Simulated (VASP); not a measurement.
# CaH4 (Pm-3m) in VASP: further runs, part 2 of 2

VASP 6.6.1.

## (4) Single point, PBE

This run uses another cell than the first one, of 14.45 Å³/atom, 0.998 times its volume.

Contents of INCAR:

```
SYSTEM = CaH4
ALGO = Normal ; EDIFF = 1E-6
ENCUT = 520 ; GGA = PE
ISIF = 2 ; ISMEAR = 0
LASPH = .True. ; LCHARG = .False.
LREAL = .False. ; LWAVE = .False.
NBANDS = 15 ; NELM = 100
PREC = Accurate ; SIGMA = 0.1
```

Contents of KPOINTS:

```
k-points
0
Gamma
  6 6 6
  0 0 0
```

Contents of POSCAR:

```
CaH4
1.0
    4.1645419294      0.0000000000      0.0000000000
    0.0000000000      4.1645419294      0.0000000000
    0.0000000000      0.0000000000      4.1645419294
Ca H
1 4
Direct
    0.0000000000      0.0000000000      0.0000000000
    0.5000000000      0.0000000000      0.0000000000
    0.0000000000      0.5000000000      0.0000000000
    0.0000000000      0.0000000000      0.5000000000
    0.5000000000      0.5000000000      0.5000000000
```

Potentials or basis: VASP PAW PBE potentials, release 64 (Ca_sv, H).

Launch:

```sh
> cat potpaw_PBE.64/Ca_sv/POTCAR potpaw_PBE.64/H/POTCAR > POTCAR
> mpirun -np 1 vasp_std > vasp.out
```

OUTCAR:

```text
SYSTEM = CaH4
   EDIFF = 1E-6
   ENCUT = 520
   GGA = PE
   ISIF = 2
   ISMEAR = 0
   LASPH = .True.
   LREAL = .False.
   NELM = 100
   PREC = Accurate

 ion  position               nearest neighbor table
   1  0.000  0.000  0.000-
   2  0.500  0.000  0.000-
   3  0.000  0.500  0.000-
   4  0.000  0.000  0.500-
   5  0.500  0.500  0.500-

  LATTYP: Found a simple cubic cell.
 ALAT       =     4.1645419294

  Lattice vectors:

 A1 = (   4.1645419294,   0.0000000000,   0.0000000000)
 A2 = (   0.0000000000,   4.1645419294,   0.0000000000)
 A3 = (   0.0000000000,   0.0000000000,   4.1645419294)

Analysis of symmetry for initial positions (statically):
=====================================================================
 Subroutine PRICEL returns:
 Original cell was already a primitive cell.

 Routine SETGRP: Setting up the symmetry group for a
 simple cubic supercell.

[... 181 lines left out ...]
      5      -6.2333      2.00000
      6      -3.2669      2.00000
      7      -3.2669      2.00000
      8      -1.5605      0.00000
      9       4.6467      0.00000
     10       4.6467      0.00000
     11       4.6467      0.00000
     12       5.6637      0.00000
     13       5.6637      0.00000
     14       5.6637      0.00000
[... 329 lines left out ...]
      2     -21.7476      2.00000
      3     -21.7476      2.00000
      4     -21.7476      2.00000
      5      -2.7547      1.98603
      6      -2.4093      0.01526
      7      -2.4093      0.01526
      8      -2.4093      0.01526
      9       1.6592      0.00000
     10       1.6592      0.00000
     11       1.6592      0.00000
     12       4.5211      0.00000
     13       4.5211      0.00000
     14       5.5374      0.00000
     15       7.9890      0.00000

------------------------ aborting loop because EDIFF is reached ----------------------------------------

  FORCE on cell =-STRESS in cart. coord.  units (eV):
  Direction    XX          YY          ZZ          XY          YZ          ZX
  --------------------------------------------------------------------------------------
  -------------------------------------------------------------------------------------
  Total        0.0165348      0.0165348      0.0165348      0.0000000      0.0000000     -0.0000000
  in kB        0.3667829      0.3667829      0.3667829      0.0000000      0.0000000     -0.0000000
  external PRESSURE =       0.3667829 kB  Pullay stress =       0.0000000 kB

 VOLUME and BASIS-vectors are now :
 -----------------------------------------------------------------------------
  energy-cutoff  :      520.00
  volume of cell :       72.23
      direct lattice vectors                 reciprocal lattice vectors
     4.164541929  0.000000000  0.000000000     0.240122447  0.000000000  0.000000000
     0.000000000  4.164541929  0.000000000     0.000000000  0.240122447  0.000000000
     0.000000000  0.000000000  4.164541929     0.000000000  0.000000000  0.240122447

 POSITION                                       TOTAL-FORCE (eV/Angst)
 -----------------------------------------------------------------------------------
      0.00000      0.00000      0.00000         0.000000      0.000000      0.000000
      2.08227      0.00000      0.00000         0.000000      0.000000      0.000000
      0.00000      2.08227      0.00000         0.000000      0.000000      0.000000
      0.00000      0.00000      2.08227         0.000000      0.000000      0.000000
      2.08227      2.08227      2.08227         0.000000      0.000000      0.000000
 -----------------------------------------------------------------------------------
    total drift:                               -0.000000      0.000000     -0.000000

  FREE ENERGIE OF THE ION-ELECTRON SYSTEM (eV)
  ---------------------------------------------------
  free  energy   TOTEN  =       -11.3316234265 eV

  energy  without entropy=      -11.3231034803  energy(sigma->0) =      -11.32736345
```

OSZICAR:

```text
N       E                     dE             d eps       ncg     rms          rms(c)
DAV:   1     0.799815192747E+02    0.79982E+02   -0.60776E+03   600   0.802E+02
DAV:   2    -0.982507626921E+01   -0.89807E+02   -0.86546E+02   712   0.205E+02
DAV:   3    -0.130920887698E+02   -0.32670E+01   -0.32443E+01   959   0.383E+01
DAV:   4    -0.133080642279E+02   -0.21598E+00   -0.21593E+00   781   0.645E+00
DAV:   5    -0.133098199657E+02   -0.17557E-02   -0.17557E-02   867   0.729E-01    0.806E+00
DAV:   6    -0.113969184664E+02    0.19129E+01   -0.10915E+01   778   0.422E+00    0.307E+00
DAV:   7    -0.113329505192E+02    0.63968E-01   -0.86682E-01   643   0.171E+00    0.161E+00
DAV:   8    -0.113429567386E+02   -0.10006E-01   -0.31504E-01   677   0.170E+00    0.918E-01
DAV:   9    -0.113324462944E+02    0.10510E-01   -0.16938E-01   755   0.628E-01    0.287E-01
DAV:  10    -0.113321963820E+02    0.24991E-03   -0.30820E-02   691   0.250E-01    0.173E-01
DAV:  11    -0.113316172420E+02    0.57914E-03   -0.53455E-03   762   0.974E-02    0.263E-02
DAV:  12    -0.113316264584E+02   -0.92164E-05   -0.28943E-04   726   0.466E-02    0.132E-02
DAV:  13    -0.113316239004E+02    0.25580E-05   -0.97691E-06   733   0.865E-03    0.646E-03
DAV:  14    -0.113316234129E+02    0.48744E-06   -0.12660E-05   782   0.673E-03    0.298E-03
DAV:  15    -0.113316234265E+02   -0.13548E-07   -0.43589E-07   391   0.224E-03
   1 F= -.11331623E+02 E0= -.11327363E+02  d E =-.851995E-02
```

Wall time 7.4 s (1 thread of Intel Xeon 6975P-C (Granite Rapids), shared host); peak memory 0.18 GiB.

What came out:

* Free energy: -11.3316 eV
* Pressure: 0.0 GPa
* Band gap on the k mesh: zero (band 7 reaches -2.41 eV, above the bottom of band 8 at -2.77 eV)

## (5) Relaxation of cell and atoms, PBE

This run uses another cell than the first one, of 10.40 Å³/atom, 0.719 times its volume.

Contents of INCAR:

```
ALGO = Normal
EDIFF = 1E-7
EDIFFG = -0.04
ENCUT = 600
GGA = PE
IBRION = 2
ISIF = 3
ISMEAR = 0
LASPH = T
LCHARG = F
LREAL = F
LWAVE = F
NELM = 100
NSW = 90
PREC = Accurate
SIGMA = 0.1
```

Contents of KPOINTS:

```
k-points
0
Gamma
  6 6 6
```

Changes to POSCAR since step 4:

```diff
@@ -2,5 +2,5 @@
 1.0
-    4.1645419294      0.0000000000      0.0000000000
-    0.0000000000      4.1645419294      0.0000000000
-    0.0000000000      0.0000000000      4.1645419294
+    3.7330967400      0.0000000000      0.0000000000
+    0.0000000000      3.7330967400      0.0000000000
+    0.0000000000      0.0000000000      3.7330967400
 Ca H
```

Potentials or basis: VASP PAW PBE potentials, release 64 (Ca_sv, H).

Launch:

```sh
> cat potpaw_PBE.64/Ca_sv/POTCAR potpaw_PBE.64/H/POTCAR > POTCAR
> mpirun -np 1 vasp_std > vasp.out
```

OUTCAR:

```text
EDIFF = 1E-7
   EDIFFG = -0.04
   ENCUT = 600
   GGA = PE
   IBRION = 2
   ISIF = 3
   ISMEAR = 0
   LASPH = T
   LREAL = F
   NELM = 100
   NSW = 90
   PREC = Accurate

 ion  position               nearest neighbor table
   1  0.000  0.000  0.000-   2 1.87   3 1.87   4 1.87   4 1.87   3 1.87   2 1.87
   2  0.500  0.000  0.000-   1 1.87   1 1.87
   3  0.000  0.500  0.000-   1 1.87   1 1.87
   4  0.000  0.000  0.500-   1 1.87   1 1.87
   5  0.500  0.500  0.500-

  LATTYP: Found a simple cubic cell.
 ALAT       =     3.7330967400

  Lattice vectors:

 A1 = (   3.7330967400,   0.0000000000,   0.0000000000)
 A2 = (   0.0000000000,   3.7330967400,   0.0000000000)
 A3 = (   0.0000000000,   0.0000000000,   3.7330967400)

Analysis of symmetry for initial positions (statically):
=====================================================================
 Subroutine PRICEL returns:
 Original cell was already a primitive cell.

 Routine SETGRP: Setting up the symmetry group for a
 simple cubic supercell.

 Subroutine GETGRP returns: Found 48 space group operations
 (whereof 48 operations were pure point group operations)
 out of a pool of 48 trial point group operations.
[... 157 lines left out ...]

 number of electron      14.0000000 magnetization

 Free energy of the ion-electron system (eV)
  ---------------------------------------------------
  ext. energy  EPLUGINS =         0.00000000
  ---------------------------------------------------
  free energy    TOTEN  =       -10.70208354 eV

  energy without entropy =      -10.69708050  energy(sigma->0) =      -10.69958202

------------------------ aborting loop because EDIFF is reached ----------------------------------------

  FORCE on cell =-STRESS in cart. coord.  units (eV):
  Direction    XX          YY          ZZ          XY          YZ          ZX
  --------------------------------------------------------------------------------------
  -------------------------------------------------------------------------------------
  Total        4.0361101      4.0361101      4.0361101      0.0000000      0.0000000      0.0000000
  in kB      124.2984916    124.2984916    124.2984916      0.0000000      0.0000000      0.0000000
  external PRESSURE =     124.2984916 kB  Pullay stress =       0.0000000 kB
[... 104 lines left out ...]
--------------------------------------- Ionic step        4  -------------------------------------------

 number of electron      13.9999999 magnetization

 Free energy of the ion-electron system (eV)
  ---------------------------------------------------
  ext. energy  EPLUGINS =         0.00000000
  ---------------------------------------------------
  free energy    TOTEN  =       -11.31923642 eV

  energy without entropy =      -11.31088706  energy(sigma->0) =      -11.31506174

 E-fermi :  -2.5520     XC(G=0):  -7.2841

 val. band max:       -2.5924821098   @ k =   0.5000   0.3333   0.3333
 cond. band min:      -2.5062457252   @ k =   0.3333   0.3333   0.3333
 fundamental gap:      0.0862363846
 Fermi energy:        -2.5519722513

 k-point     1 :       0.0000    0.0000    0.0000
  band No.  band energies     occupation
      1     -40.5856      2.00000
      2     -21.6225      2.00000
      3     -21.6225      2.00000
      4     -21.6225      2.00000
      5      -6.2331      2.00000
      6      -3.2543      2.00000
      7      -3.2543      2.00000
      8      -1.5196      0.00000
      9       4.6957      0.00000
     10       4.6957      0.00000
     11       4.6957      0.00000
[... 296 lines left out ...]
  FREE ENERGIE OF THE ION-ELECTRON SYSTEM (eV)
  ---------------------------------------------------
  free  energy   TOTEN  =       -11.3192364170 eV

  energy  without entropy=      -11.3108870551  energy(sigma->0) =      -11.31506174

 reached required accuracy - stopping structural energy minimisation
```

CONTCAR:

```text
CaH4
   1.00000000000000
     4.1534410754522515    0.0000000000000000    0.0000000000000000
     0.0000000000000000    4.1534410754522515    0.0000000000000000
     0.0000000000000000    0.0000000000000000    4.1534410754522515
  Ca              H
     1     4
Direct
     0.0000000000000000    0.0000000000000000    0.0000000000000000
     0.5000000000000000    0.0000000000000000    0.0000000000000000
     0.0000000000000000    0.5000000000000000    0.0000000000000000
     0.0000000000000000    0.0000000000000000    0.5000000000000000
     0.5000000000000000    0.5000000000000000    0.5000000000000000

  0.00000000E+00  0.00000000E+00  0.00000000E+00
  0.00000000E+00  0.00000000E+00  0.00000000E+00
  0.00000000E+00  0.00000000E+00  0.00000000E+00
  0.00000000E+00  0.00000000E+00  0.00000000E+00
  0.00000000E+00  0.00000000E+00  0.00000000E+00
```

Run time: 24 s. Hardware: 1 thread of Intel Xeon 6975P-C (Granite Rapids), shared host; peak memory 0.17 GiB.

Results:

- Free energy: -11.3192 eV
- Relaxed volume: 14.33 Å³/atom
- Relaxed cell: a = 4.153 Å, b = 4.153 Å, c = 4.153 Å, α = 90.00°, β = 90.00°, γ = 90.00°
- Space group after relaxing (to 0.05 Å): Pm-3m (No. 221)
- Energy gained by relaxing: 123.4 meV/atom
- Ionic steps: 4
- Pressure after relaxing: 0.2 GPa
- Band gap on the k mesh: zero (band 7 reaches -2.38 eV, above the bottom of band 8 at -2.74 eV)

The path:
```csv
step,energy change (eV),largest force (eV/Å),pressure (GPa),volume (Å³)
1,0.0000,0.0000,12.43,52.02
2,-0.3693,0.0000,6.71,58.34
3,-0.6071,0.0000,1.08,68.99
4,-0.6172,0.0000,0.16,71.65
```

Final structure:
```xyz
5
Lattice="4.1534 0.0000 0.0000 0.0000 4.1534 0.0000 0.0000 0.0000 4.1534" Properties=species:S:1:pos:R:3 pbc="T T T"
Ca    0.0000    0.0000    0.0000
H     2.0767    0.0000    0.0000
H     0.0000    2.0767    0.0000
H     0.0000    0.0000    2.0767
H     2.0767    2.0767    2.0767
```

Levels at points of the mesh, in eV from the Fermi level:
```csv
k point,band 3,band 4,band 5,band 6,band 7,band 8,band 9,band 10,band 11
"(0.00, 0.00, 0.00)",-19.07,-19.07,-3.68,-0.70,-0.70,1.03,7.25,7.25,7.25
"(0.50, 0.00, 0.00)",-19.07,-19.07,-2.18,-1.73,-0.57,1.26,6.12,6.12,7.04
"(0.50, 0.50, 0.00)",-19.16,-19.06,-1.24,-0.65,-0.19,-0.19,5.63,6.42,6.42
"(0.50, 0.50, 0.50)",-19.15,-19.15,-0.18,0.18,0.18,0.18,4.23,4.23,4.23
```

Caveat: the volume moved by over 15 % at a fixed basis, so the end points are rough.

## (6) Summary

| task | cell | k mesh | cutoff (eV) | gap on the mesh (eV) | pressure (GPa) | relaxed volume (Å³/atom) |
| --- | --- | --- | --- | --- | --- | --- |
| single point | a = 4.168 Å, 5 atoms | 10 × 10 × 10 | 520 | none | 0.0 | - |
| relaxation of cell and atoms | relaxed from a = 4.165 Å, 5 atoms | 10 × 10 × 10 | 600 | none | 0.1 | 14.47 |
| single point | a = 4.165 Å, 5 atoms | 6 × 6 × 6 | 520 | none | 0.0 | - |
| relaxation of cell and atoms | relaxed from a = 3.733 Å, 5 atoms | 6 × 6 × 6 | 600 | none | 0.2 | 14.33 |

Alike in all rows: level PBE; potentials or basis VASP PAW PBE potentials, release 64 (Ca_sv, H); no spin polarisation; smearing gaussian 0.1 eV.

Caveats: the volume moved by over 15 % at a fixed basis, so the end points are rough (some runs).

Absolute energies hang on the potentials; compare differences alone.
